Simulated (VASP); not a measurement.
# CuI (I4/mmm) in VASP: notebook

CuI is run at these levels: PBEsol; tasks: single point.

Everything below comes from runs of VASP 6.6.1. Logs are shortened: lines on timing, memory, paths and dates and some standing lists are left out, and cuts for length are marked.

### 1 The cell of the first run

The structure is tetragonal, space group I4/mmm (No. 139). The conventional cell has a = 4.048 Å, b = 4.048 Å, c = 5.581 Å, α = 90.00°, β = 90.00°, γ = 90.00°. Cu (site symmetry 4/mmm) has 6 I at 2.79 to 2.86 Å within 3.7 Å. Within 3.7 Å of I (site symmetry 4/mmm) lie 6 Cu at 2.79 to 2.86 Å.

### 2 Single point, PBEsol (strain -0.0250 x Voigt [0, 1, 0, 0, 0, 0])

Contents of INCAR:

```
PREC = Accurate
ENCUT = 520
EDIFF = 1E-6
ISMEAR = 0
SIGMA = 0.15
LREAL = F
LASPH = T
NELM = 80
ALGO = Normal
ISIF = 2
LWAVE = F
LCHARG = F
GGA = PS
NBANDS = 16
```

Contents of KPOINTS:

```
Automatic mesh
0
Gamma
  14 14 14
```

Contents of POSCAR:

```
CuI
1.0
    0.0000000000      2.7905367750      2.8620890000
    2.8620890000      0.0000000000      2.8620890000
    2.8620890000      2.7905367750      0.0000000000
Cu I
1 1
Direct
    0.0000000000      0.0000000000      0.0000000000
    0.5000000000      0.5000000000      0.5000000000
```

Potentials or basis: VASP PAW PBE potentials, release 64 (Cu, I).

The run is started by

```console
cat potpaw_PBE.64/Cu/POTCAR potpaw_PBE.64/I/POTCAR > POTCAR
mpirun -np 1 vasp_std > vasp.out
```

OUTCAR:

```text
PREC = Accurate
   ENCUT = 520
   EDIFF = 1E-6
   ISMEAR = 0
   LREAL = F
   LASPH = T
   NELM = 80
   ISIF = 2
   GGA = PS

 ion  position               nearest neighbor table
   1  0.000  0.000  0.000-   2 2.79   2 2.79   2 2.86   2 2.86   2 2.86   2 2.86
   2  0.500  0.500  0.500-   1 2.79   1 2.79   1 2.86   1 2.86   1 2.86   1 2.86

  LATTYP: Found a body centered tetragonal cell.
 ALAT       =     4.0476050805
 C/A-ratio  =     1.3788582233

  Lattice vectors:

 A1 = (   0.0000000000,  -2.7905367750,   2.8620890000)
 A2 = (   0.0000000000,  -2.7905367750,  -2.8620890000)
 A3 = (   2.8620890000,   2.7905367750,   0.0000000000)

Analysis of symmetry for initial positions (statically):
=====================================================================
 Subroutine PRICEL returns:
 Original cell was already a primitive cell.

 Routine SETGRP: Setting up the symmetry group for a
 body centered tetragonal supercell.

 Subroutine GETGRP returns: Found 16 space group operations
 (whereof 16 operations were pure point group operations)
 out of a pool of 16 trial point group operations.

The static configuration has the point symmetry D_4h.

Analysis of symmetry for dynamics (positions and initial velocities):
=====================================================================
 Subroutine PRICEL returns:
 Original cell was already a primitive cell.

 Routine SETGRP: Setting up the symmetry group for a
 body centered tetragonal supercell.

 Subroutine GETGRP returns: Found 16 space group operations
 (whereof 16 operations were pure point group operations)
 out of a pool of 16 trial point group operations.

The dynamic configuration has the point symmetry D_4h.

 Subroutine INISYM returns: Found 16 space group operations
 (whereof 16 operations are pure point group operations),
 and found     1 'primitive' translations

----------------------------------------------------------------------------------------

                                     Primitive cell

  volume of cell :      45.7177

  direct lattice vectors                    reciprocal lattice vectors
     0.000000000  2.790536775  2.862089000    -0.174697572  0.179176997  0.174697572
     2.862089000  0.000000000  2.862089000     0.174697572 -0.179176997  0.174697572
     2.862089000  2.790536775  0.000000000     0.174697572  0.179176997 -0.174697572

  length of vectors
     3.997330226  4.047605081  3.997330226     0.305193185  0.305193185  0.305193185

  position of ions in fractional coordinates (direct lattice)
     0.000000000  0.000000000  0.000000000
     0.500000000  0.500000000  0.500000000

  ion indices of the primitive-cell ions
   primitive index   ion index
                 1           1
                 2           2

----------------------------------------------------------------------------------------

 KPOINTS: Automatic mesh

Automatic generation of k-mesh.
 Grid dimensions read from file:
 generate k-points for:   14   14   14

 Generating k-lattice:

  Cartesian coordinates                     Fractional coordinates (reciprocal lattice)
    -0.012478398  0.012798357  0.012478398     0.071428571  0.000000000 -0.000000000
     0.012478398 -0.012798357  0.012478398     0.000000000  0.071428571  0.000000000
     0.012478398  0.012798357 -0.012478398    -0.000000000  0.000000000  0.071428571

  Length of vectors
     0.021799513  0.021799513  0.021799513

  Shift w.r.t. Gamma in fractional coordinates (k-lattice)
     0.000000000  0.000000000  0.000000000

 Subroutine IBZKPT returns following result:
 ===========================================

 Found    244 irreducible k-points:

 Following reciprocal coordinates:
            Coordinates               Weight
  0.000000  0.000000  0.000000      1.000000
  0.071429  0.000000  0.000000      8.000000
  0.142857  0.000000  0.000000      8.000000
  0.214286  0.000000 -0.000000      8.000000
  0.285714  0.000000  0.000000      8.000000
  0.357143  0.000000  0.000000      8.000000
[... 16 lines left out ...]
  0.214286  0.142857 -0.000000     16.000000
  0.285714  0.142857  0.000000     16.000000
 [... further k-points ...]
   k-points           NKPTS =    244   k-points in BZ     NKDIM =    244   number of bands    NBANDS=     16
   number of dos      NEDOS =    301   number of ions     NIONS =      2
   total plane-waves  NPLWV =  27000
   dimension x,y,z NGX =    30 NGY =   30 NGZ =   30
   dimension x,y,z NGXF=    60 NGYF=   60 NGZF=   60
   ions per type =               1   1
   NGX,Y,Z   is equivalent  to a cutoff of  12.48, 12.32, 12.48 a.u.
   NGXF,Y,Z  is equivalent  to a cutoff of  24.95, 24.64, 24.95 a.u.
 SYSTEM =  unknown system
   PREC   = accura    normal or accurate (medium, high low for compatibility)
   ISTART =      0    job   : 0-new  1-cont  2-samecut
   ICHARG =      2    charge: 1-file 2-atom 10-const
   ISPIN  =      1    spin polarized calculation?
   LNONCOLLINEAR =      F non collinear calculations
   LSORBIT =      F    spin-orbit coupling
   LASPH  =      T    aspherical Exc in radial PAW
   ENCUT  =  520.0 eV  38.22 Ry    6.18 a.u.   7.43  7.53  7.43*2*pi/ulx,y,z
   NELM   =     80;   NELMIN=  2; NELMDL= -5     # of ELM steps
   EDIFF  = 0.1E-05   stopping-criterion for ELM
   LREAL  =      F    real-space projection
   EDIFFG = 0.1E-04   stopping-criterion for IOM
   NSW    =      0    number of steps for IOM
   IBRION =     -1    ionic relax: 0-MD 1-quasi-New 2-CG
   NFREE  =      0    steps in history (QN), initial steepest desc. (CG)
   ISIF   =      2    stress and relaxation
   ISYM   =      2    0-nonsym 1-usesym 2-fastsym
   POTIM  = 0.5000    time-step for ionic-motion
   TEBEG  =    0.0;   TEEND  =   0.0 temperature during run
   PSTRESS=    0.0 pullay stress
   NELECT =      18.0000    total number of electrons
   NUPDOWN=      -1.0000    fix difference up-down
   EMIN   =  10.00;   EMAX   =-10.00  energy-range for DOS
   EFERMI =   0.00;   METHOD = LEGACY
   ISMEAR =     0;   SIGMA  =   0.15  broadening in eV -4-tet -1-fermi 0-gaus
   EFERMI_NEDOS =   21; number of points for ismear=-14 and -15
   IALGO  =     38    algorithm
   IMIX   =      4    mixing-type and parameters
     AMIX     =   0.40;   BMIX     =  1.00
     AMIX_MAG =   1.60;   BMIX_MAG =  1.00
  volume/ion in A,a.u.               =      22.86       154.26
  Fermi-wavevector in a.u.,A,eV,Ry     =   1.199880  2.267444 19.588457  1.439711
  Thomas-Fermi vector in A             =   2.335730
   LORBIT       =      0    0 simple, 1 ext, 2 COOP (PROOUT), +10 PAW based schemes
   GGA     = PS    functional components
   LHFCALC =     F    Hartree Fock is set to
   AEXX    =    0.0000 exact exchange contribution
   IVDW    =     0    specifies the selected vdW correction
   LEPSILON=     F    determine dielectric tensor
   LRPA    =     F    only Hartree local field effects (RPA)
 non-spin polarized calculation
 Gauss-broadening in eV      SIGMA  =   0.15
  energy-cutoff  :      520.00
  volume of cell :       45.72
 maximum number of plane-waves:      1253
 NGX is ok and might be reduce to    30
   NGX = 15   NGY = 15   NGZ = 15

 number of electron      18.0000014 magnetization

 Free energy of the ion-electron system (eV)
  ---------------------------------------------------
  ext. energy  EPLUGINS =         0.00000000
  ---------------------------------------------------
  free energy    TOTEN  =        -5.91368777 eV

  energy without entropy =       -5.90743301  energy(sigma->0) =       -5.91056039

 E-fermi :   6.3950     XC(G=0): -10.3208

 val. band max:        6.3892039743   @ k =  -0.4286   0.0714   0.0000
 cond. band min:       6.3996128598   @ k =   0.4286  -0.0714   0.3571
 fundamental gap:      0.0104088855
 Fermi energy:         6.3950104870

 k-point     1 :       0.0000    0.0000    0.0000
  band No.  band energies     occupation
      1      -8.0786      2.00000
      2       4.2754      2.00000
      3       4.2900      2.00000
      4       4.2900      2.00000
      5       4.3100      2.00000
      6       4.3518      2.00000
[... 8 lines left out ...]
     15      14.8690      0.00000
     16      15.2323      0.00000

 k-point     2 :       0.0714    0.0000    0.0000
  band No.  band energies     occupation
      1      -8.0379      2.00000
      2       3.9160      2.00000
      3       4.0090      2.00000
      4       4.0480      2.00000
      5       4.3049      2.00000
      6       4.3371      2.00000
[... 8 lines left out ...]
     15      14.6455      0.00000
     16      15.1475      0.00000

 k-point     3 :       0.1429    0.0000    0.0000
  band No.  band energies     occupation
      1      -7.9196      2.00000
      2       3.0282      2.00000
      3       3.6490      2.00000
      4       3.7010      2.00000
      5       4.3378      2.00000
      6       4.3646      2.00000
[... 8 lines left out ...]
     15      14.4795      0.00000
     16      14.7988      0.00000

 k-point     4 :       0.2143    0.0000   -0.0000
  band No.  band energies     occupation
      1      -7.7369      2.00000
      2       2.0487      2.00000
      3       3.3356      2.00000
      4       3.3856      2.00000
      5       4.3865      2.00000
      6       4.4080      2.00000
[... 8 lines left out ...]
     15      14.9220      0.00000
     16      14.9459      0.00000
[... 324 lines left out ...]
 k-point    22 :       0.1429    0.1429    0.0000
  band No.  band energies     occupation
      1      -7.8741      2.00000
      2       2.8290      2.00000
      3       3.7725      2.00000
      4       3.9027      2.00000
      5       4.2386      2.00000
      6       4.3066      2.00000
[... 8 lines left out ...]
     15      16.1914      0.00000
     16      16.5066      0.00000

 k-point    23 :       0.2143    0.1429   -0.0000
  band No.  band energies     occupation
      1      -7.7432      2.00000
      2       2.3073      2.00000
      3       3.4807      2.00000
      4       3.6292      2.00000
      5       4.2583      2.00000
      6       4.3628      2.00000
[... 8 lines left out ...]
     15      16.2753      0.00000
     16      16.4897      0.00000

 k-point    24 :       0.2857    0.1429    0.0000
  band No.  band energies     occupation
      1      -7.5585      2.00000
      2       1.6483      2.00000
      3       3.1077      2.00000
      4       3.3192      2.00000
      5       4.3080      2.00000
      6       4.4408      2.00000
[... 8 lines left out ...]
     15      16.4368      0.00000
     16      16.6299      0.00000

 [... further k-points ...]
[... 5 lines left out ...]
  --------------------------------------------------------------------------------------
  -------------------------------------------------------------------------------------
  Total       -0.6031522     -0.4260166     -0.6031522      0.0000000      0.0000000      0.0000000
  in kB      -21.1374929    -14.9297707    -21.1374929      0.0000000      0.0000000      0.0000000
  external PRESSURE =     -19.0682521 kB  Pullay stress =       0.0000000 kB

 VOLUME and BASIS-vectors are now :
 -----------------------------------------------------------------------------
  energy-cutoff  :      520.00
  volume of cell :       45.72
      direct lattice vectors                 reciprocal lattice vectors
     0.000000000  2.790536775  2.862089000    -0.174697572  0.179176997  0.174697572
     2.862089000  0.000000000  2.862089000     0.174697572 -0.179176997  0.174697572
     2.862089000  2.790536775  0.000000000     0.174697572  0.179176997 -0.174697572

 POSITION                                       TOTAL-FORCE (eV/Angst)
 -----------------------------------------------------------------------------------
      0.00000      0.00000      0.00000         0.000000      0.000000     -0.000000
      2.86209      2.79054      2.86209        -0.000000     -0.000000      0.000000
 -----------------------------------------------------------------------------------
    total drift:                               -0.000000      0.000000      0.000000

  FREE ENERGIE OF THE ION-ELECTRON SYSTEM (eV)
  ---------------------------------------------------
  free  energy   TOTEN  =        -5.9136877720 eV

  energy  without entropy=       -5.9074330081  energy(sigma->0) =       -5.91056039
```

Wall time 2.4 min (1 thread of Intel Xeon Platinum 8259CL at 2.50GHz (Skylake/Cascade Lake), shared host); peak memory 0.32 GiB.

What came out:

* Free energy: -5.9137 eV
* Pressure: -1.9 GPa
* Band gap on the k mesh: zero (band 9 reaches 6.45 eV, above the bottom of band 10 at 5.77 eV)

Stress tensor (GPa, compression positive):
```
-2.11  0.00  0.00
 0.00 -1.49  0.00
 0.00  0.00 -2.11
```

Caveat: the cell differs from its parent crystal (strain -0.0250 x Voigt [0, 1, 0, 0, 0, 0]); the PAW data sets were made with another functional, which shifts forces and pressure a little; spin-orbit coupling is left out, which moves the levels of the heavy elements; semilocal functionals often make such compounds metallic where correlation or magnetic order opens a gap, which also shifts bond lengths.

### 3 Single point, PBEsol (strain +0.0250 x Voigt [0, 1, 0, 0, 0, 0])

Contents of INCAR:

```
SYSTEM = CuI
  PREC = Accurate
  ENCUT = 520
  EDIFF = 1E-6
  ISMEAR = 0
  SIGMA = 0.15
  LREAL = .False.
  LASPH = .True.
  NELM = 80
  ALGO = Normal
  ISIF = 2
  LWAVE = .False.
  LCHARG = .False.
  GGA = PS
  NBANDS = 16
```

Contents of KPOINTS:

```
Automatic mesh
0
Gamma
  14 14 14
  0 0 0
```

Contents of POSCAR:

```
CuI
1.0
    0.0000000000      2.9336412250      2.8620890000
    2.8620890000      0.0000000000      2.8620890000
    2.8620890000      2.9336412250      0.0000000000
Cu I
1 1
Direct
    0.0000000000      0.0000000000      0.0000000000
    0.5000000000      0.5000000000      0.5000000000
```

Potentials or basis: VASP PAW PBE potentials, release 64 (Cu, I).

The run is started by

```console
cat potpaw_PBE.64/Cu/POTCAR potpaw_PBE.64/I/POTCAR > POTCAR
mpirun -np 1 vasp_std > vasp.out
```

Run time: 2.4 min. Hardware: 1 thread of Intel Xeon Platinum 8259CL at 2.50GHz (Skylake/Cascade Lake), shared host; peak memory 0.32 GiB.

The run converged. Its results:

* Free energy: -5.8660 eV
* Pressure: -4.0 GPa
* Band gap on the k mesh: zero (band 9 reaches 5.80 eV, above the bottom of band 10 at 5.26 eV)

Stress tensor (GPa, compression positive):
```
-3.95  0.00  0.00
 0.00 -4.06  0.00
 0.00  0.00 -3.95
```

Levels at points of the mesh, in eV from the Fermi level:
| k point | band 5 | band 6 | band 7 | band 8 | band 9 | band 10 | band 11 | band 12 | band 13 | band 14 |
| --- | --- | --- | --- | --- | --- | --- | --- | --- | --- | --- |
| (0.00, 0.00, 0.00) | -1.88 | -1.88 | -1.82 | -1.82 | -1.71 | 0.68 | 7.20 | 7.34 | 7.34 | 8.19 |
| (0.50, 0.00, 0.00) | -1.69 | -1.68 | -1.60 | -0.09 | 0.03 | 2.69 | 4.29 | 4.48 | 5.47 | 10.46 |
| (0.50, 0.50, 0.00) | -2.14 | -1.79 | -1.62 | -1.61 | -1.52 | -0.52 | 4.35 | 9.42 | 10.10 | 10.14 |
| (0.50, 0.00, 0.50) | -2.17 | -1.83 | -1.60 | -1.60 | -1.50 | -0.41 | 4.46 | 9.87 | 9.88 | 9.88 |

Caveat: the cell differs from its parent crystal (strain +0.0250 x Voigt [0, 1, 0, 0, 0, 0]); the PAW data sets were made with another functional, which shifts forces and pressure a little; spin-orbit coupling is left out, which moves the levels of the heavy elements; semilocal functionals often make such compounds metallic where correlation or magnetic order opens a gap, which also shifts bond lengths.

[end of part 1 of 2]
